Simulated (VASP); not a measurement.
Write the native input for VASP 6.6.1 that does the following.

| Quantity | Value |
| --- | --- |
| Task | single point |
| Functional | r2SCAN50 |
| Potentials or basis | VASP PAW PBE potentials, release 64 (Hg, Te) |
| Cutoff | 520 eV |
| k mesh | 4 × 4 × 4 |
| Occupations | fermi-dirac, width 0.05 eV |
| Spin | no spin polarisation |
| Dipole correction | no |
| Grid for exact exchange (PRECFOCK) | Normal |
| Further INCAR settings | ALGO = Normal; EDIFF = 1e-06; NBANDS = 16 |
| Share of exact exchange | 0.5 |

Crystal: HgTe.

```
Hg Te
1.0
     0.00000    3.27755    3.27755
     3.27755    0.00000    3.27755
     3.27755    3.27755    0.00000
Hg Te
1 1
Cartesian
  0.0000 0.0000 0.0000
  4.9163 4.9163 4.9163
```

One way to write it, as run:

POSCAR

```
HgTe
1.0
    0.0000000000      3.2775454177      3.2775454177
    3.2775454177      0.0000000000      3.2775454177
    3.2775454177      3.2775454177      0.0000000000
Hg Te
1 1
Direct
    0.0000000000      0.0000000000      0.0000000000
    0.7500000000      0.7500000000      0.7500000000
```

INCAR.step1

```
SYSTEM = HgTe
ALGO = Normal
EDIFF = 1E-5
ENCUT = 520
GGA = PE
ISIF = 2
ISMEAR = -1
LASPH = .TRUE.
LREAL = .FALSE.
LWAVE = .TRUE.
NBANDS = 16
NELM = 80
PREC = Accurate
SIGMA = 0.05
```

INCAR.step2

```
SYSTEM = HgTe
AEXX = 0.5
ALGO = Normal
EDIFF = 1E-6
ENCUT = 520
ISIF = 2
ISMEAR = -1
ISTART = 1
LASPH = .TRUE.
LCHARG = .TRUE.
LELF = .TRUE.
LHFCALC = .TRUE.
LMIXTAU = .TRUE.
LREAL = .FALSE.
LVHAR = .TRUE.
LWAVE = .FALSE.
METAGGA = R2SCAN
NBANDS = 16
NELM = 80
PREC = Accurate
PRECFOCK = Normal
SIGMA = 0.05
```

KPOINTS

```
k-points
0
G
  4 4 4
  0 0 0
```

Potentials or basis: VASP PAW PBE potentials, release 64 (Hg, Te).

Command:

```bash
$ cat potpaw_PBE.64/Hg/POTCAR potpaw_PBE.64/Te/POTCAR > POTCAR
$ cp INCAR.step1 INCAR
$ mpirun -np 1 vasp_std > vasp.out
$ cp INCAR.step2 INCAR
$ mpirun -np 1 vasp_std > vasp.out
```

Results of the run:

```json
{
 "Pressure": "-1.9 GPa",
 "Band gap on the k mesh": "1.95 eV"
}
```

Caveat: the PAW data sets were made with another functional, which shifts forces and pressure a little; spin-orbit coupling is left out, which moves the levels of the heavy elements.

Run time: 13 min on 1 thread of AMD EPYC 7R13 Processor (Zen 3), with other jobs on the host, peak memory 0.2 GiB.
